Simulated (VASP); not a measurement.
Here is a VASP 6.6.1 calculation.

The input INCAR:

```
SYSTEM = Ga4AsN3
PREC = Accurate
ENCUT = 520
EDIFF = 1E-7
ISMEAR = -1
SIGMA = 0.02
LREAL = .FALSE.
LASPH = .TRUE.
NELM = 80
ALGO = Normal
ISIF = 2
LWAVE = .FALSE.
LCHARG = .TRUE.
GGA = PE
LELF = .TRUE.
LVHAR = .TRUE.
NBANDS = 46
```

KPOINTS

```
regular mesh
0
G
  8 8 8
  0 0 0
```

File POSCAR:

```
Ga4AsN3
1.0
   -2.4396012659      2.4396012659      4.7694148776
    2.4396012659     -2.4396012659      4.7694148776
    2.4396012659      2.4396012659     -4.7694148776
N Ga As
3 4 1
Direct
    0.2500000000      0.7500000000      0.5000000000
    0.5000000000      0.5000000000      0.0000000000
    0.7500000000      0.2500000000      0.5000000000
    0.8556121292      0.4187341515      0.0000000000
    0.1443878708      0.1443878708      0.5631220222
    0.4187341515      0.8556121292      0.0000000000
    0.5812658485      0.5812658485      0.4368779778
    0.0000000000      0.0000000000      0.0000000000
```

Potentials or basis: VASP PAW PBE potentials, release 64 (N, Ga_d, As).

Run with:

```bash
$ cat potpaw_PBE.64/N/POTCAR potpaw_PBE.64/Ga_d/POTCAR potpaw_PBE.64/As/POTCAR > POTCAR
$ mpirun -np 1 vasp_std > vasp.out
```

Predict the band gap on the k mesh.

0.19 eV.

Estimate the largest force.

0.004 eV/Å.

Forces in eV/Å, atoms in the order of the input:
```
N    0.000  0.000  0.000
N    0.000  0.000  0.000
N    0.000  0.000  0.000
Ga   0.001 -0.001 -0.004
Ga   0.001  0.001  0.004
Ga  -0.001  0.001 -0.004
Ga  -0.001 -0.001  0.004
As   0.000  0.000  0.000
```
